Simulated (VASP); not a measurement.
Wanted: the native input for a VASP 6.6.1 run.

```
Task                   : single point
Functional             : BLYP
Potentials or basis    : VASP PAW PBE potentials, release 64 (Au)
Cutoff                 : 520 eV
k mesh                 : 6 × 6 × 6
Occupations            : fermi-dirac, width 0.05 eV
Spin                   : no spin polarisation
Dipole correction      : no
Further INCAR settings : ALGO = Fast; EDIFF = 1e-06; NBANDS = 12
```

The structure of Au lies in POSCAR:

```
Au
1.0
    0.0000000000      2.0350000000      2.0350000000
    2.0350000000      0.0000000000      2.0350000000
    2.0350000000      2.0350000000      0.0000000000
Au
1
Direct
    0.0000000000      0.0000000000      0.0000000000
```

These files were run (other wordings do the same):

INCAR

```
PREC = Accurate
ENCUT = 520
EDIFF = 1E-6
ISMEAR = -1
SIGMA = 0.05
LREAL = F
LASPH = T
NELM = 80
ALGO = Fast
ISIF = 2
LWAVE = F
LCHARG = T
GGA = B5
ALDAX = 1.0
AGGAX = 1.0
AGGAC = 1.0
ALDAC = 0.0
LELF = T
LVHAR = T
NBANDS = 12
```

KPOINTS

```
regular mesh
0
Gamma
  6 6 6
```

Potentials or basis: VASP PAW PBE potentials, release 64 (Au).

Run with:

```sh
$ cat potpaw_PBE.64/Au/POTCAR > POTCAR
$ mpirun -np 1 vasp_std > vasp.out
```

Results of the run:

| Quantity | Value |
| --- | --- |
| Pressure | 24.7 GPa |

Caveat: the k points lie up to 0.45 Å⁻¹ apart; the PAW data sets were made with another functional, which shifts forces and pressure a little.

Run time: 9.2 s on 1 thread of Intel(R) Xeon(R) Platinum 8488C (Sapphire Rapids) (shared host), peak memory 0.14 GiB.
